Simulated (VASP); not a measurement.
Write the native input for VASP 6.6.1 that does the following.

- Task: relaxation of cell and atoms
- Functional: PBE
- Potentials or basis: VASP PAW PBE potentials, release 64 (Tl_d)
- Cutoff: 600 eV
- k mesh: 6 × 6 × 4
- Occupations: gaussian, width 0.1 eV
- Spin: no spin polarisation
- Dipole correction: no
- Further INCAR settings: ALGO = Fast; EDIFF = 1e-07; IBRION = 2; EDIFFG = -0.04; NSW = 90; ISIF = 3

The structure of Tl lies in POSCAR:

```
Tl
1.0
    3.4091624311     -2.1636161348      0.0000000000
    3.4091624311      2.1636161348      0.0000000000
   -2.4797224081      0.0000000000      4.7297822321
Tl
2
Direct
    0.0640000000      0.0640000000      0.1530000000
    0.9360000000      0.9360000000      0.8470000000
```

One way to write it, as run:

INCAR

```
PREC = Accurate
ENCUT = 600
EDIFF = 1E-7
ISMEAR = 0
SIGMA = 0.1
LREAL = F
LASPH = T
NELM = 60
ALGO = Fast
ISIF = 3
LWAVE = F
LCHARG = F
GGA = PE
IBRION = 2
NSW = 90
EDIFFG = -0.04
```

KPOINTS

```
regular mesh
0
Gamma
  6 6 4
```

Potentials or basis: VASP PAW PBE potentials, release 64 (Tl_d).

Launch:

```bash
$ cat potpaw_PBE.64/Tl_d/POTCAR > POTCAR
$ mpirun -np 1 vasp_std > vasp.out
```

It gave:

| Quantity | Value |
| --- | --- |
| Relaxed volume | 31.05 Å³/atom |
| Relaxed cell | a = 3.516 Å, b = 3.516 Å, c = 6.985 Å, α = 120.00°, β = 120.00°, γ = 62.46° |
| Space group after relaxing (to 0.1 Å) | Immm (No. 71) |
| Pressure after relaxing | 0.1 GPa |
| Largest force after relaxing | 0.012 eV/Å |
| Band gap on the k mesh | zero (bands 13 and 14 overlap by 4.80 eV) |

Caveat: a cell axis changed by over 15 % at a fixed basis, so the end point is rough; spin-orbit coupling is left out, which moves the levels of the heavy elements.

Wall time 36 min on 1 thread of AMD EPYC 7R13 Processor (Zen 3), with other jobs on the host, peak memory 0.24 GiB.
